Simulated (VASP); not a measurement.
# In2O3 (R-3c) in VASP: a series of runs

Runs on In2O3. Level: PBE. Tasks: relaxation of the atoms.

All numbers are computed with VASP 6.6.1; they aren't measurements. Logs are shortened: lines on timing, memory, paths and dates and some standing lists are left out, and cuts for length are marked.

### 1 The cell of the first run

It takes space group R-3c (No. 167, trigonal). Conventional cell: a = 5.487 Å, b = 5.487 Å, c = 14.800 Å, α = 90.00°, β = 90.00°, γ = 120.00°. In (site symmetry 3) has 6 O at 2.13 to 2.28 Å within 2.8 Å. O (site symmetry 2) has 4 In at 2.13 to 2.28 Å and 4 O at 2.81 to 2.97 Å within 3.0 Å.

### 2 Relaxation of the atoms, PBE (z stretched by +2 %)

INCAR reads:

```
PREC = Accurate ; ENCUT = 520
EDIFF = 1E-6 ; ISMEAR = -1
SIGMA = 0.02 ; LREAL = F
LASPH = T ; NELM = 60
ALGO = Normal ; ISIF = 2
LWAVE = F ; LCHARG = F
GGA = PE ; IBRION = 2
NSW = 80 ; EDIFFG = -0.02
KPAR = 4
```

KPOINTS reads:

```
Automatic mesh
0
Gamma
  7 7 7
```

POSCAR reads:

```
In2O3
1.0
    2.7435000000      1.5839604635      4.9334000000
   -2.7435000000      1.5839604635      4.9334000000
    0.0000000000     -3.1679209270      4.9334000000
In O
4 6
Direct
    0.3579176280      0.3579176280      0.3579176280
    0.1420823720      0.1420823720      0.1420823720
    0.6420823720      0.6420823720      0.6420823720
    0.8579176280      0.8579176280      0.8579176280
    0.5459193591      0.9540806409      0.2500000000
    0.2500000000      0.5459193591      0.9540806409
    0.9540806409      0.2500000000      0.5459193591
    0.4540806409      0.0459193591      0.7500000000
    0.7500000000      0.4540806409      0.0459193591
    0.0459193591      0.7500000000      0.4540806409
```

Potentials or basis: VASP PAW PBE potentials, release 64 (In_d, O).

Run with:

```console
> cat potpaw_PBE.64/In_d/POTCAR potpaw_PBE.64/O/POTCAR > POTCAR
> mpirun -np 4 vasp_std > vasp.out
```

OUTCAR:

```text
PREC = Accurate
   ENCUT = 520
   EDIFF = 1E-6
   ISMEAR = -1
   LREAL = F
   LASPH = T
   NELM = 60
   ISIF = 2
   GGA = PE
   IBRION = 2
   NSW = 80
   EDIFFG = -0.02

 ion  position               nearest neighbor table
   1  0.358  0.358  0.358-   9 2.13   8 2.13  10 2.13   7 2.28   6 2.28   5 2.28   2 3.19   3 3.25
                             3 3.25   3 3.25   2 3.61   2 3.61   2 3.61   4 4.02   4 4.02   4 4.02
   2  0.142  0.142  0.142-  10 2.13   8 2.13   9 2.13   7 2.28   6 2.28   5 2.28   1 3.19   4 3.25
                             4 3.25   4 3.25   1 3.61   1 3.61   1 3.61   3 4.02   3 4.02   3 4.02
   3  0.642  0.642  0.642-   6 2.13   5 2.13   7 2.13   9 2.28  10 2.28   8 2.28   4 3.19   1 3.25
                             1 3.25   1 3.25   4 3.61   4 3.61   4 3.61   2 4.02   2 4.02   2 4.02
   4  0.858  0.858  0.858-   7 2.13   5 2.13   6 2.13   9 2.28  10 2.28   8 2.28   3 3.19   2 3.25
                             2 3.25   2 3.25   3 3.61   3 3.61   3 3.61   1 4.02   1 4.02   1 4.02
   5  0.546  0.954  0.250-   3 2.13   4 2.13   1 2.28   2 2.28
   6  0.250  0.546  0.954-   3 2.13   4 2.13   1 2.28   2 2.28
   7  0.954  0.250  0.546-   4 2.13   3 2.13   1 2.28   2 2.28
   8  0.454  0.046  0.750-   1 2.13   2 2.13   3 2.28   4 2.28
   9  0.750  0.454  0.046-   1 2.13   2 2.13   3 2.28   4 2.28
  10  0.046  0.750  0.454-   2 2.13   1 2.13   3 2.28   4 2.28

  LATTYP: Found a trigonal (rhomboedric) cell.
 ALAT       =     5.8629479411
 COS(alpha) =     0.5620668220

  Lattice vectors:

 A1 = (   2.7435000000,   1.5839604635,   4.9334000000)
 A2 = (  -2.7435000000,   1.5839604635,   4.9334000000)
 A3 = (   0.0000000000,  -3.1679209270,   4.9334000000)

Analysis of symmetry for initial positions (statically):
=====================================================================
 Subroutine PRICEL returns:
 Original cell was already a primitive cell.

 Routine SETGRP: Setting up the symmetry group for a
 trigonal (rhombohedral) supercell.

 Subroutine GETGRP returns: Found 12 space group operations
 (whereof  6 operations were pure point group operations)
 out of a pool of 12 trial point group operations.

The static configuration has the point symmetry S_6 .
 The point group associated with its full space group is D_3d.

Analysis of symmetry for dynamics (positions and initial velocities):
=====================================================================
 Subroutine PRICEL returns:
 Original cell was already a primitive cell.

 Routine SETGRP: Setting up the symmetry group for a
 trigonal (rhombohedral) supercell.

 Subroutine GETGRP returns: Found 12 space group operations
 (whereof  6 operations were pure point group operations)
 out of a pool of 12 trial point group operations.

The dynamic configuration has the point symmetry S_6 .
 The point group associated with its full space group is D_3d.

 Subroutine INISYM returns: Found 12 space group operations
 (whereof  6 operations are pure point group operations),
 and found     1 'primitive' translations

----------------------------------------------------------------------------------------

                                     Primitive cell

  volume of cell :     128.6314

  direct lattice vectors                    reciprocal lattice vectors
     2.743500000  1.583960463  4.933400000     0.182248952  0.105221482  0.067566655
    -2.743500000  1.583960463  4.933400000    -0.182248952  0.105221482  0.067566655
     0.000000000 -3.167920927  4.933400000     0.000000000 -0.210442963  0.067566655

  length of vectors
     5.862947941  5.862947941  5.862947941     0.221023740  0.221023740  0.221023740

  position of ions in fractional coordinates (direct lattice)
     0.357917628  0.357917628  0.357917628
     0.142082372  0.142082372  0.142082372
     0.642082372  0.642082372  0.642082372
     0.857917628  0.857917628  0.857917628
     0.545919359  0.954080641  0.250000000
     0.250000000  0.545919359  0.954080641
     0.954080641  0.250000000  0.545919359
     0.454080641  0.045919359  0.750000000
     0.750000000  0.454080641  0.045919359
     0.045919359  0.750000000  0.454080641

  ion indices of the primitive-cell ions
   primitive index   ion index
                 1           1
                 2           2
                 3           3
                 4           4
                 5           5
                 6           6
                 7           7
                 8           8
                 9           9
                10          10

----------------------------------------------------------------------------------------

 KPOINTS: Automatic mesh

Automatic generation of k-mesh.
 Grid dimensions read from file:
 generate k-points for:    7    7    7

 Generating k-lattice:

  Cartesian coordinates                     Fractional coordinates (reciprocal lattice)
     0.026035565  0.015031640  0.009652379     0.142857143 -0.000000000 -0.000000000
    -0.026035565  0.015031640  0.009652379    -0.000000000  0.142857143 -0.000000000
     0.000000000 -0.030063280  0.009652379    -0.000000000 -0.000000000  0.142857143

  Length of vectors
     0.031574820  0.031574820  0.031574820

  Shift w.r.t. Gamma in fractional coordinates (k-lattice)
     0.000000000  0.000000000  0.000000000

 Subroutine IBZKPT returns following result:
 ===========================================

 Found     44 irreducible k-points:

 Following reciprocal coordinates:
            Coordinates               Weight
  0.000000  0.000000  0.000000      1.000000
  0.142857  0.000000  0.000000      6.000000
  0.285714  0.000000  0.000000      6.000000
  0.428571  0.000000  0.000000      6.000000
  0.142857  0.142857  0.000000      6.000000
  0.285714  0.142857  0.000000     12.000000
[... 16 lines left out ...]
  0.285714  0.285714  0.142857      6.000000
  0.428571  0.285714  0.142857     12.000000
 [... further k-points ...]
   k-points           NKPTS =     44   k-points in BZ     NKDIM =     44   number of bands    NBANDS=     52
   number of dos      NEDOS =    301   number of ions     NIONS =     10
   total plane-waves  NPLWV = 110592
   dimension x,y,z NGX =    48 NGY =   48 NGZ =   48
   dimension x,y,z NGXF=    96 NGYF=   96 NGZF=   96
   ions per type =               4   6
   NGX,Y,Z   is equivalent  to a cutoff of  13.61, 13.61, 13.61 a.u.
   NGXF,Y,Z  is equivalent  to a cutoff of  27.22, 27.22, 27.22 a.u.
 SYSTEM =  unknown system
   PREC   = accura    normal or accurate (medium, high low for compatibility)
   ISTART =      0    job   : 0-new  1-cont  2-samecut
   ICHARG =      2    charge: 1-file 2-atom 10-const
   ISPIN  =      1    spin polarized calculation?
   LNONCOLLINEAR =      F non collinear calculations
   LSORBIT =      F    spin-orbit coupling
   LASPH  =      T    aspherical Exc in radial PAW
   ENCUT  =  520.0 eV  38.22 Ry    6.18 a.u.  10.90 10.90 10.90*2*pi/ulx,y,z
   NELM   =     60;   NELMIN=  2; NELMDL= -5     # of ELM steps
   EDIFF  = 0.1E-05   stopping-criterion for ELM
   LREAL  =      F    real-space projection
   EDIFFG = -.2E-01   stopping-criterion for IOM
   NSW    =     80    number of steps for IOM
   IBRION =      2    ionic relax: 0-MD 1-quasi-New 2-CG
   NFREE  =      1    steps in history (QN), initial steepest desc. (CG)
   ISIF   =      2    stress and relaxation
   ISYM   =      2    0-nonsym 1-usesym 2-fastsym
   POTIM  = 0.5000    time-step for ionic-motion
   TEBEG  =    0.0;   TEEND  =   0.0 temperature during run
   PSTRESS=    0.0 pullay stress
   NELECT =      88.0000    total number of electrons
   NUPDOWN=      -1.0000    fix difference up-down
   EMIN   =  10.00;   EMAX   =-10.00  energy-range for DOS
   EFERMI =   0.00;   METHOD = LEGACY
   ISMEAR =    -1;   SIGMA  =   0.02  broadening in eV -4-tet -1-fermi 0-gaus
   EFERMI_NEDOS =   21; number of points for ismear=-14 and -15
   IALGO  =     38    algorithm
   IMIX   =      4    mixing-type and parameters
     AMIX     =   0.40;   BMIX     =  1.00
     AMIX_MAG =   1.60;   BMIX_MAG =  1.00
  volume/ion in A,a.u.               =      12.86        86.80
  Fermi-wavevector in a.u.,A,eV,Ry     =   1.442514  2.725957 28.311645  2.080847
  Thomas-Fermi vector in A             =   2.561026
   LORBIT       =      0    0 simple, 1 ext, 2 COOP (PROOUT), +10 PAW based schemes
   GGA     = PE    functional components
   LHFCALC =     F    Hartree Fock is set to
   AEXX    =    0.0000 exact exchange contribution
   IVDW    =     0    specifies the selected vdW correction
   LEPSILON=     F    determine dielectric tensor
   LRPA    =     F    only Hartree local field effects (RPA)
 conjugate gradient relaxation of ions
 non-spin polarized calculation
  energy-cutoff  :      520.00
  volume of cell :      128.63
 maximum number of plane-waves:      3495
 NGX is ok and might be reduce to    48
   NGX = 21   NGY = 21   NGZ = 21

--------------------------------------- Ionic step        1  -------------------------------------------

 number of electron      88.0000005 magnetization

 Free energy of the ion-electron system (eV)
  ---------------------------------------------------
  ext. energy  EPLUGINS =         0.00000000
  ---------------------------------------------------
  free energy    TOTEN  =       -55.37418532 eV

  energy without entropy =      -55.37418532  energy(sigma->0) =      -55.37418532

------------------------ aborting loop because EDIFF is reached ----------------------------------------

  FORCE on cell =-STRESS in cart. coord.  units (eV):
  Direction    XX          YY          ZZ          XY          YZ          ZX
  --------------------------------------------------------------------------------------
  -------------------------------------------------------------------------------------
  Total        5.6843254      5.6843254      1.9476037     -0.0000000      0.0000000      0.0000000
  in kB       70.8015278     70.8015278     24.2585189     -0.0000000      0.0000000      0.0000000
  external PRESSURE =      55.2871915 kB  Pullay stress =       0.0000000 kB
[... 161 lines left out ...]
  energy  without entropy=      -55.3817996442  energy(sigma->0) =      -55.38179964

--------------------------------------- Ionic step        5  -------------------------------------------

 number of electron      88.0000003 magnetization

 Free energy of the ion-electron system (eV)
  ---------------------------------------------------
  ext. energy  EPLUGINS =         0.00000000
  ---------------------------------------------------
  free energy    TOTEN  =       -55.38214473 eV

  energy without entropy =      -55.38214473  energy(sigma->0) =      -55.38214473

 E-fermi :   5.8584     XC(G=0): -11.1234

 val. band max:        5.3897129362   @ k =  -0.1429   0.1429   0.0000
 cond. band min:       6.5637126031   @ k =   0.0000   0.0000   0.0000
 fundamental gap:      1.1739996669
 Fermi energy:         5.8584320921

 k-point     1 :       0.0000    0.0000    0.0000
  band No.  band energies     occupation
      1     -12.1422      2.00000
      2     -11.2868      2.00000
      3     -11.2868      2.00000
      4     -11.0677      2.00000
      5     -11.0677      2.00000
      6     -11.0266      2.00000
[... 1309 lines left out ...]
     51      14.0527      0.00000
     52      15.1358      0.00000

 [... further k-points ...]

------------------------ aborting loop because EDIFF is reached ----------------------------------------

  FORCE on cell =-STRESS in cart. coord.  units (eV):
  Direction    XX          YY          ZZ          XY          YZ          ZX
  --------------------------------------------------------------------------------------
  -------------------------------------------------------------------------------------
  Total        5.4925998      5.4925998      2.6248633      0.0000000      0.0000000      0.0000000
  in kB       68.4134766     68.4134766     32.6941761      0.0000000      0.0000000      0.0000000
  external PRESSURE =      56.5070431 kB  Pullay stress =       0.0000000 kB
[... 25 lines left out ...]
  FREE ENERGIE OF THE ION-ELECTRON SYSTEM (eV)
  ---------------------------------------------------
  free  energy   TOTEN  =       -55.3821447329 eV

  energy  without entropy=      -55.3821447329  energy(sigma->0) =      -55.38214473

 reached required accuracy - stopping structural energy minimisation
```

Wall time 3.6 min (4 MPI ranks of AMD EPYC 9R45 (Zen 5), shared host); peak memory 0.45 GiB.

What came out:

| Item | Value |
| --- | --- |
| Free energy | -55.3821 eV |
| Energy gained by relaxing | 0.8 meV/atom |
| Ionic steps | 5 |
| Pressure after relaxing | 5.7 GPa |
| Largest force after relaxing | 0.009 eV/Å |
| Band gap on the k mesh | 1.17 eV (least direct gap 1.19 eV) |

Forces on the atoms (eV/Å):
```
In   0.000  0.000  0.000
In   0.000  0.000  0.000
In   0.000  0.000  0.000
In   0.000  0.000  0.000
O    0.009  0.000  0.000
O   -0.004  0.007  0.000
O   -0.004 -0.007  0.000
O   -0.009  0.000  0.000
O    0.004 -0.007  0.000
O    0.004  0.007  0.000
```

Stress tensor (GPa, compression positive):
```
6.84 0.00 0.00
0.00 6.84 0.00
0.00 0.00 3.27
```

Step by step:
| step | energy change (eV) | largest force (eV/Å) | pressure (GPa) |
| --- | --- | --- | --- |
| 1 | 0.0000 | 0.2180 | 5.53 |
| 2 | -0.0063 | 0.0717 | 5.58 |
| 3 | -0.0067 | 0.0605 | 5.61 |
| 4 | -0.0076 | 0.0323 | 5.63 |
| 5 | -0.0080 | 0.0086 | 5.65 |

Final structure:
```
CELL_PARAMETERS angstrom
2.74350 1.58396 4.93340
-2.74350 1.58396 4.93340
0.00000 -3.16792 4.93340
ATOMIC_POSITIONS crystal
In 0.35667 0.35667 0.35667
In 0.14333 0.14333 0.14333
In 0.64333 0.64333 0.64333
In 0.85667 0.85667 0.85667
O 0.54622 0.95378 0.25000
O 0.25000 0.54622 0.95378
O 0.95378 0.25000 0.54622
O 0.45378 0.04622 0.75000
O 0.75000 0.45378 0.04622
O 0.04622 0.75000 0.45378
```

Caveat: the cell differs from its parent crystal (z stretched by +2 %); spin-orbit coupling is left out, which moves the levels of the heavy elements.

### 3 Relaxation of the atoms, PBE (z stretched by +3 %)

INCAR reads:

```
SYSTEM = In2O3
PREC = Accurate
ENCUT = 520
EDIFF = 1E-6
ISMEAR = -1
SIGMA = 0.02
LREAL = .FALSE.
LASPH = .TRUE.
NELM = 80
ALGO = Normal
ISIF = 2
LWAVE = .FALSE.
LCHARG = .FALSE.
GGA = PE
IBRION = 2
NSW = 80
EDIFFG = -0.02
KPAR = 4
```

KPOINTS reads:

```
regular mesh
0
G
  7 7 7
  0 0 0
```

POSCAR, as its differences from that of step 2:

```diff
@@ -2,5 +2,5 @@
 1.0
-    2.7435000000      1.5839604635      4.9334000000
-   -2.7435000000      1.5839604635      4.9334000000
-    0.0000000000     -3.1679209270      4.9334000000
+    2.7435000000      1.5839604635      4.9817666667
+   -2.7435000000      1.5839604635      4.9817666667
+    0.0000000000     -3.1679209270      4.9817666667
 In O
```

Potentials or basis: VASP PAW PBE potentials, release 64 (In_d, O).

Run with:

```console
> cat potpaw_PBE.64/In_d/POTCAR potpaw_PBE.64/O/POTCAR > POTCAR
> mpirun -np 4 vasp_std > vasp.out
```

It took 3.3 min on 4 MPI ranks of AMD EPYC 9R45 (Zen 5), shared host; peak memory 0.45 GiB.

Results (log left out):

```yaml
Free_energy: -55.4012 eV
Energy_gained_by_relaxing: 1.6 meV/atom
Ionic_steps: 5
Pressure_after_relaxing: 4.1 GPa
Largest_force_after_relaxing: 0.011 eV/Å
Band_gap_on_the_k_mesh: 1.11 eV (least direct gap 1.12 eV)
```

Forces on the atoms (eV/Å):
```
In   0.000  0.000 -0.005
In   0.000  0.000  0.005
In   0.000  0.000  0.005
In   0.000  0.000 -0.005
O    0.011  0.000  0.000
O   -0.006  0.010  0.000
O   -0.006 -0.010  0.000
O   -0.011  0.000  0.000
O    0.006 -0.010  0.000
O    0.006  0.010  0.000
```

Stress tensor (GPa, compression positive):
```
5.65 0.00 0.00
0.00 5.65 0.00
0.00 0.00 1.11
```

The path:
| step | energy change (eV) | largest force (eV/Å) | pressure (GPa) |
| --- | --- | --- | --- |
| 1 | 0.0000 | 0.2987 | 4.00 |
| 2 | -0.0121 | 0.1101 | 4.04 |
| 3 | -0.0133 | 0.0855 | 4.08 |
| 4 | -0.0152 | 0.0437 | 4.11 |
| 5 | -0.0158 | 0.0111 | 4.14 |

Final structure:
```cif
data_structure
_symmetry_space_group_name_H-M 'P 1'
_symmetry_Int_Tables_number 1
_cell_length_a 5.9037
_cell_length_b 5.9037
_cell_length_c 5.9037
_cell_angle_alpha 55.383
_cell_angle_beta 55.383
_cell_angle_gamma 55.383
_cell_volume 129.89
loop_
_atom_site_label
_atom_site_type_symbol
_atom_site_fract_x
_atom_site_fract_y
_atom_site_fract_z
_atom_site_occupancy
In1 In 0.35615 0.35615 0.35615 1
In2 In 0.14385 0.14385 0.14385 1
In3 In 0.64385 0.64385 0.64385 1
In4 In 0.85615 0.85615 0.85615 1
O1 O 0.54644 0.95356 0.25000 1
O2 O 0.25000 0.54644 0.95356 1
O3 O 0.95356 0.25000 0.54644 1
O4 O 0.45356 0.04644 0.75000 1
O5 O 0.75000 0.45356 0.04644 1
O6 O 0.04644 0.75000 0.45356 1
```

Levels at points of the mesh, in eV from the valence-band top:
```tsv
k point	band 42	band 43	band 44	band 45	band 46	band 47
(0.00, 0.00, 0.00)	-0.26	-0.01	-0.01	1.11	5.48	6.01
```

Caveat: the cell differs from its parent crystal (z stretched by +3 %); spin-orbit coupling is left out, which moves the levels of the heavy elements.
